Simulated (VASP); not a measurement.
# BaTiO3 (Amm2) in VASP: a series of runs

BaTiO3 is run at these levels: r2SCAN+U; tasks: single point.

All numbers are computed with VASP 6.6.1; they aren't measurements. Logs are shortened: lines on timing, memory, paths and dates and some standing lists are left out, and cuts for length are marked.

## (1) The cell of the first run

It takes space group Amm2 (No. 38, orthorhombic). Conventional cell: a = 3.870 Å, b = 5.507 Å, c = 6.070 Å, α = 90.00°, β = 90.00°, γ = 90.00°. Ba (site symmetry mm2) has 12 O at 2.75 to 3.09 Å and 8 Ti at 3.37 to 3.65 Å within 3.7 Å. Within 2.6 Å of Ti (site symmetry mm2) lie 6 O at 1.94 to 2.16 Å. Within 2.6 Å of O (site symmetry mm2) lie 2 Ti at 1.94 Å. O (site symmetry m) has 2 Ti at 1.94 to 2.16 Å within 2.6 Å.

## (2) Single point, r2SCAN+U

Input file POSCAR:

```
BaTiO3
1.0
    3.8702130982      0.0000000000      0.0000000000
    0.0000000000      2.7535905080      3.0348428924
    0.0000000000     -2.7535905080      3.0348428924
Ba Ti O
1 1 3
Direct
    0.0000000000      0.0044061013      0.0044061013
    0.5000000000      0.5135753574      0.5135753574
    0.0000000000      0.4947134011      0.4947134011
    0.5000000000      0.4954342955      0.9880908446
    0.5000000000      0.9880908446      0.4954342955
```

Input file INCAR.step1:

```
SYSTEM = BaTiO3
PREC     = Accurate       ! precision mode
ENCUT    = 520            ! plane-wave cutoff, eV
ISMEAR   = 0              ! smearing method
SIGMA    = 0.05           ! smearing width, eV
LREAL    = .FALSE.        ! projectors in reciprocal space
LASPH    = .TRUE.         ! aspherical terms in the spheres
NELM     = 150            ! most SCF steps
LMAXMIX  = 4              ! l up to which the mixer works
LDAU     = .TRUE.         ! DFT+U
LDAUTYPE = 2            
LDAUL    = -1 2 -1        ! shell
LDAUU    = 0 4 0          ! U, eV
LDAUJ    = 0 0 0        
NBANDS   = 28             ! bands
GGA      = PE             ! functional
ALGO     = Normal         ! electronic algorithm
EDIFF    = 1E-4           ! SCF threshold, eV
LWAVE    = .TRUE.         ! write WAVECAR
LCHARG   = .FALSE.        ! write CHGCAR
```

Input file INCAR.step2:

```
SYSTEM = BaTiO3
PREC     = Accurate       ! precision mode
ENCUT    = 520            ! plane-wave cutoff, eV
EDIFF    = 1E-6           ! SCF threshold, eV
ISMEAR   = 0              ! smearing method
SIGMA    = 0.05           ! smearing width, eV
LREAL    = .FALSE.        ! projectors in reciprocal space
LASPH    = .TRUE.         ! aspherical terms in the spheres
NELM     = 150            ! most SCF steps
ALGO     = Normal         ! electronic algorithm
ISIF     = 2              ! what is computed and relaxed
LWAVE    = .FALSE.        ! write WAVECAR
LCHARG   = .TRUE.         ! write CHGCAR
LMAXMIX  = 4              ! l up to which the mixer works
LDAU     = .TRUE.         ! DFT+U
LDAUTYPE = 2            
LDAUL    = -1 2 -1        ! shell
LDAUU    = 0 4 0          ! U, eV
LDAUJ    = 0 0 0        
LDAUPRINT= 1            
METAGGA  = R2SCAN         ! meta-GGA
LMIXTAU  = .TRUE.       
LELF     = .TRUE.         ! ELF
LVHAR    = .TRUE.       
NBANDS   = 28             ! bands
ISTART   = 1
```

Input file KPOINTS:

```
Automatic mesh
0
G
  6 6 6
  0 0 0
```

Potentials or basis: VASP PAW PBE potentials, release 64 (Ba_sv, Ti_sv, O).

Launch:

```bash
$ cat potpaw_PBE.64/Ba_sv/POTCAR potpaw_PBE.64/Ti_sv/POTCAR potpaw_PBE.64/O/POTCAR > POTCAR
$ cp INCAR.step1 INCAR
$ mpirun -np 1 vasp_std > vasp.out
$ cp INCAR.step2 INCAR
$ mpirun -np 1 vasp_std > vasp.out
```

OUTCAR:

```text
SYSTEM = BaTiO3
   PREC = Accurate
   ENCUT = 520
   EDIFF = 1E-6
   ISMEAR = 0
   LREAL = .FALSE.
   LASPH = .TRUE.
   NELM = 150
   ISIF = 2
   METAGGA = R2SCAN
   ISTART = 1

 ion  position               nearest neighbor table
   1  0.000  0.004  0.004-   3 2.75   3 2.75   4 2.79   5 2.79   4 2.79   5 2.79   5 2.85   4 2.85
                             5 2.85   4 2.85   3 2.98   3 3.09   2 3.37   2 3.37   2 3.37   2 3.37
   2  0.500  0.514  0.514-   3 1.94   3 1.94   5 1.94   4 1.94   5 2.16   4 2.16   1 3.37   1 3.37
                             1 3.37   1 3.37   1 3.55   1 3.55   1 3.65   1 3.65
   3  0.000  0.495  0.495-   2 1.94   2 1.94   1 2.75   1 2.75   1 2.98   1 3.09
   4  0.500  0.495  0.988-   2 1.94   2 2.16   1 2.79   1 2.79   1 2.85   1 2.85
   5  0.500  0.988  0.495-   2 1.94   2 2.16   1 2.79   1 2.79   1 2.85   1 2.85

  LATTYP: Found a base centered orthorhombic cell.
 ALAT       =     5.5071810160
 B/A-ratio  =     1.1021402360
 C/A-ratio  =     0.7027575609

  Lattice vectors:

 A1 = (   0.0000000000,   2.7535905080,  -3.0348428924)
 A2 = (   0.0000000000,   2.7535905080,   3.0348428924)
 A3 = (   3.8702130982,   0.0000000000,   0.0000000000)

Analysis of symmetry for initial positions (statically):
=====================================================================
 Subroutine PRICEL returns:
 Original cell was already a primitive cell.

 Routine SETGRP: Setting up the symmetry group for a
 base centered orthorhombic supercell.

 Subroutine GETGRP returns: Found  4 space group operations
 (whereof  4 operations were pure point group operations)
 out of a pool of  8 trial point group operations.

The static configuration has the point symmetry C_2v.

Analysis of symmetry for dynamics (positions and initial velocities):
=====================================================================
 Subroutine PRICEL returns:
 Original cell was already a primitive cell.

 Routine SETGRP: Setting up the symmetry group for a
 base centered orthorhombic supercell.

 Subroutine GETGRP returns: Found  4 space group operations
 (whereof  4 operations were pure point group operations)
 out of a pool of  8 trial point group operations.

The dynamic configuration has the point symmetry C_2v.

 Subroutine INISYM returns: Found  4 space group operations
 (whereof  4 operations are pure point group operations),
 and found     1 'primitive' translations

----------------------------------------------------------------------------------------

                                     Primitive cell

  volume of cell :      64.6845

  direct lattice vectors                    reciprocal lattice vectors
     3.870213098  0.000000000  0.000000000     0.258383705  0.000000000  0.000000000
     0.000000000  2.753590508  3.034842892     0.000000000  0.181581102  0.164753174
     0.000000000 -2.753590508  3.034842892     0.000000000 -0.181581102  0.164753174

  length of vectors
     3.870213098  4.097869211  4.097869211     0.258383705  0.245184227  0.245184227

  position of ions in fractional coordinates (direct lattice)
     0.000000000  0.004406101  0.004406101
     0.500000000  0.513575357  0.513575357
     0.000000000  0.494713401  0.494713401
     0.500000000  0.495434295  0.988090845
     0.500000000  0.988090845  0.495434295

  ion indices of the primitive-cell ions
   primitive index   ion index
                 1           1
                 2           2
                 3           3
                 4           4
                 5           5

----------------------------------------------------------------------------------------

 KPOINTS: Automatic mesh

Automatic generation of k-mesh.
 Grid dimensions read from file:
 generate k-points for:    6    6    6

 Generating k-lattice:

  Cartesian coordinates                     Fractional coordinates (reciprocal lattice)
     0.043063951  0.000000000  0.000000000     0.166666667  0.000000000  0.000000000
     0.000000000  0.030263517  0.027458862     0.000000000  0.166666667  0.000000000
[... 41 lines left out ...]
   number of dos      NEDOS =    301   number of ions     NIONS =      5
   total plane-waves  NPLWV =  27000
   dimension x,y,z NGX =    30 NGY =   30 NGZ =   30
   dimension x,y,z NGXF=    60 NGYF=   60 NGZF=   60
   ions per type =               1   1   3
   NGX,Y,Z   is equivalent  to a cutoff of  12.89, 12.17, 12.17 a.u.
   NGXF,Y,Z  is equivalent  to a cutoff of  25.77, 24.34, 24.34 a.u.
 SYSTEM =  BaTiO3
   PREC   = accura    normal or accurate (medium, high low for compatibility)
   ISTART =      1    job   : 0-new  1-cont  2-samecut
   ICHARG =      0    charge: 1-file 2-atom 10-const
   ISPIN  =      1    spin polarized calculation?
   LNONCOLLINEAR =      F non collinear calculations
   LSORBIT =      F    spin-orbit coupling
   LASPH  =      T    aspherical Exc in radial PAW
   ENCUT  =  520.0 eV  38.22 Ry    6.18 a.u.   7.20  7.62  7.62*2*pi/ulx,y,z
   NELM   =    150;   NELMIN=  2; NELMDL=  0     # of ELM steps
   EDIFF  = 0.1E-05   stopping-criterion for ELM
   LREAL  =      F    real-space projection
   EDIFFG = 0.1E-04   stopping-criterion for IOM
   NSW    =      0    number of steps for IOM
   IBRION =     -1    ionic relax: 0-MD 1-quasi-New 2-CG
   NFREE  =      0    steps in history (QN), initial steepest desc. (CG)
   ISIF   =      2    stress and relaxation
   ISYM   =      2    0-nonsym 1-usesym 2-fastsym
   POTIM  = 0.5000    time-step for ionic-motion
   TEBEG  =    0.0;   TEEND  =   0.0 temperature during run
   PSTRESS=    0.0 pullay stress
   NELECT =      40.0000    total number of electrons
   NUPDOWN=      -1.0000    fix difference up-down
   EMIN   =  10.00;   EMAX   =-10.00  energy-range for DOS
   EFERMI =   0.00;   METHOD = LEGACY
   ISMEAR =     0;   SIGMA  =   0.05  broadening in eV -4-tet -1-fermi 0-gaus
   EFERMI_NEDOS =   21; number of points for ismear=-14 and -15
   IALGO  =     38    algorithm
   IMIX   =      4    mixing-type and parameters
     AMIX     =   0.40;   BMIX     =  1.00
     AMIX_MAG =   1.60;   BMIX_MAG =  1.00
  volume/ion in A,a.u.               =      12.94        87.30
  Fermi-wavevector in a.u.,A,eV,Ry     =   1.394745  2.635685 26.467582  1.945312
  Thomas-Fermi vector in A             =   2.518264
   LORBIT       =      0    0 simple, 1 ext, 2 COOP (PROOUT), +10 PAW based schemes
 LDA+U is selected, type is set to LDAUTYPE =  2
   angular momentum for each species LDAUL =    -1    2   -1
   U (eV)           for each species LDAUU =   0.0  4.0  0.0
   J (eV)           for each species LDAUJ =   0.0  0.0  0.0
   METAGGA = R2SCAN    functional components
   LHFCALC =     F    Hartree Fock is set to
   AEXX    =    0.0000 exact exchange contribution
   IVDW    =     0    specifies the selected vdW correction
   LEPSILON=     F    determine dielectric tensor
   LRPA    =     F    only Hartree local field effects (RPA)
 non-spin polarized calculation
 Gauss-broadening in eV      SIGMA  =   0.05
  energy-cutoff  :      520.00
  volume of cell :       64.68
 maximum number of plane-waves:      1763
 NGX is ok and might be reduce to    30
   NGX = 15   NGY = 15   NGZ = 15

atom =   2  type =  2  l = 2

 onsite density matrix

spin component  1

  0.1025  0.0000  0.0000  0.0000  0.0000
  0.0000  0.2262  0.0000  0.0000  0.0000
  0.0000  0.0000  0.1348  0.0000 -0.0685
  0.0000  0.0000  0.0000  0.1011  0.0000
  0.0000  0.0000 -0.0685  0.0000  0.2085

spin component  2

  0.1025  0.0000  0.0000  0.0000  0.0000
  0.0000  0.2262  0.0000  0.0000  0.0000
  0.0000  0.0000  0.1348  0.0000 -0.0685
  0.0000  0.0000  0.0000  0.1011  0.0000
  0.0000  0.0000 -0.0685  0.0000  0.2085

 occupancies and eigenvectors

  o =  0.0939  v =  0.0000  0.0000 -0.8584  0.0000 -0.5129  0.0000  0.0000  0.0000  0.0000  0.0000      0.0000  0.0000  0.0000  0.0000  0.0000  0.0000  0.0000  0.0000  0.0000  0.0000
  o =  0.0939  v =  0.0000  0.0000  0.0000  0.0000  0.0000  0.0000  0.0000 -0.8584  0.0000 -0.5129      0.0000  0.0000  0.0000  0.0000  0.0000  0.0000  0.0000  0.0000  0.0000  0.0000
  o =  0.1011  v =  0.0000  0.0000  0.0000  1.0000  0.0000  0.0000  0.0000  0.0000  0.0000  0.0000      0.0000  0.0000  0.0000  0.0000  0.0000  0.0000  0.0000  0.0000  0.0000  0.0000
  o =  0.1011  v =  0.0000  0.0000  0.0000  0.0000  0.0000  0.0000  0.0000  0.0000  1.0000  0.0000      0.0000  0.0000  0.0000  0.0000  0.0000  0.0000  0.0000  0.0000  0.0000  0.0000
  o =  0.1025  v =  0.0000  0.0000  0.0000  0.0000  0.0000  1.0000  0.0000  0.0000  0.0000  0.0000      0.0000  0.0000  0.0000  0.0000  0.0000  0.0000  0.0000  0.0000  0.0000  0.0000
  o =  0.1025  v =  1.0000  0.0000  0.0000  0.0000  0.0000  0.0000  0.0000  0.0000  0.0000  0.0000      0.0000  0.0000  0.0000  0.0000  0.0000  0.0000  0.0000  0.0000  0.0000  0.0000
  o =  0.2262  v =  0.0000  0.0000  0.0000  0.0000  0.0000  0.0000  1.0000  0.0000  0.0000  0.0000      0.0000  0.0000  0.0000  0.0000  0.0000  0.0000  0.0000  0.0000  0.0000  0.0000
  o =  0.2262  v =  0.0000  1.0000  0.0000  0.0000  0.0000  0.0000  0.0000  0.0000  0.0000  0.0000      0.0000  0.0000  0.0000  0.0000  0.0000  0.0000  0.0000  0.0000  0.0000  0.0000
  o =  0.2494  v =  0.0000  0.0000  0.0000  0.0000  0.0000  0.0000  0.0000 -0.5129  0.0000  0.8584      0.0000  0.0000  0.0000  0.0000  0.0000  0.0000  0.0000  0.0000  0.0000  0.0000
  o =  0.2494  v =  0.0000  0.0000 -0.5129  0.0000  0.8584  0.0000  0.0000  0.0000  0.0000  0.0000      0.0000  0.0000  0.0000  0.0000  0.0000  0.0000  0.0000  0.0000  0.0000  0.0000

 number of electron      40.0000018 magnetization

 Free energy of the ion-electron system (eV)
  ---------------------------------------------------
  ext. energy  EPLUGINS =         0.00000000
  ---------------------------------------------------
  free energy    TOTEN  =       -71.33684242 eV

  energy without entropy =      -71.33684242  energy(sigma->0) =      -71.33684242

 E-fermi :   4.0587     XC(G=0): -11.8631

 val. band max:        3.7243320419   @ k =   0.5000   0.5000   0.5000
 cond. band min:       6.2446215565   @ k =   0.0000   0.0000   0.0000
 fundamental gap:      2.5202895146
 Fermi energy:         4.0587003316

 k-point     1 :       0.0000    0.0000    0.0000
  band No.  band energies     occupation
      1     -56.2553      2.00000
      2     -31.4223      2.00000
      3     -31.3798      2.00000
      4     -31.3288      2.00000
      5     -21.9330      2.00000
      6     -14.3891      2.00000
[... 733 lines left out ...]
     27      12.5600      0.00000
     28      12.6822      0.00000

 [... further k-points ...]

------------------------ aborting loop because EDIFF is reached ----------------------------------------

  FORCE on cell =-STRESS in cart. coord.  units (eV):
  Direction    XX          YY          ZZ          XY          YZ          ZX
  --------------------------------------------------------------------------------------
  -------------------------------------------------------------------------------------
  Total        4.8453802      5.5858950     -4.3013743      0.0000000      0.0000000      0.0000000
  in kB      120.0156828    138.3575648   -106.5411484      0.0000000      0.0000000      0.0000000
  external PRESSURE =      50.6106997 kB  Pullay stress =       0.0000000 kB

 VOLUME and BASIS-vectors are now :
 -----------------------------------------------------------------------------
  energy-cutoff  :      520.00
  volume of cell :       64.68
      direct lattice vectors                 reciprocal lattice vectors
     3.870213098  0.000000000  0.000000000     0.258383705  0.000000000  0.000000000
     0.000000000  2.753590508  3.034842892     0.000000000  0.181581102  0.164753174
     0.000000000 -2.753590508  3.034842892     0.000000000 -0.181581102  0.164753174

 POSITION                                       TOTAL-FORCE (eV/Angst)
 -----------------------------------------------------------------------------------
      0.00000      0.00000      0.02674         0.000000      0.000000     -0.004296
      1.93511      0.00000      3.11724         0.000000      0.000000      0.051821
      0.00000      0.00000      3.00275         0.000000      0.000000     -0.172908
      1.93511     -1.35657      4.50227         0.000000     -0.160147      0.062691
      1.93511      1.35657      4.50227         0.000000      0.160147      0.062691
 -----------------------------------------------------------------------------------
    total drift:                                0.000000     -0.000002      0.010286

  FREE ENERGIE OF THE ION-ELECTRON SYSTEM (eV)
  ---------------------------------------------------
  free  energy   TOTEN  =       -71.3368424187 eV

  energy  without entropy=      -71.3368424187  energy(sigma->0) =      -71.33684242
```

Run time: 2.8 min. Hardware: 1 thread of Intel Xeon 6975P-C (Granite Rapids), shared host; peak memory 0.23 GiB.

What came out:

```yaml
Free_energy: -71.3368 eV
Pressure: 5.1 GPa
Largest_force: 0.173 eV/Å
Band_gap_on_the_k_mesh: 2.52 eV (least direct gap 2.66 eV)
```

Forces in eV/Å, atoms in the order of the input:
```
Ba   0.000  0.000 -0.004
Ti   0.000  0.000  0.052
O    0.000  0.000 -0.173
O    0.000 -0.160  0.063
O    0.000  0.160  0.063
```

Levels at points of the mesh, in eV from the valence-band top:
```
           k point  band 16  band 17  band 18  band 19  band 20  band 21  band 22  band 23  band 24  band 25
(0.00, 0.00, 0.00)    -1.19    -1.18    -0.68    -0.47    -0.14     2.52     2.64     2.98     4.15     4.37
(0.50, 0.00, 0.00)    -2.13    -1.94    -1.92    -1.49    -0.61     2.92     4.12     4.52     4.60     6.17
(0.00, 0.50, 0.00)    -2.09    -1.69    -1.60    -1.03    -0.94     2.89     4.08     4.17     4.34     6.11
(0.50, 0.50, 0.00)    -2.70    -1.98    -0.91    -0.91    -0.21     4.09     4.56     4.80     4.85     8.00
(0.00, 0.50, 0.50)    -2.35    -2.06    -1.46    -1.16    -0.25     4.01     4.30     4.52     5.37     7.51
(0.50, 0.50, 0.50)    -2.38    -2.14    -0.20    -0.14     0.00     4.75     4.97     5.11     6.55     7.11
```

Eigenvalues of the final occupation matrices:
```
    site  spin  trace               eigenvalues
site 2 d     1   0.77  0.09 0.10 0.10 0.23 0.25
site 2 d     2   0.77  0.09 0.10 0.10 0.23 0.25
```

Caveat: the stress differs along the axes, from -11 to 14 GPa; the PAW data sets were made with another functional, which shifts forces and pressure a little; spin-orbit coupling is left out, which moves the levels of the heavy elements. A k mesh can miss the band edges.

(Part 1 of 3 ends here.)
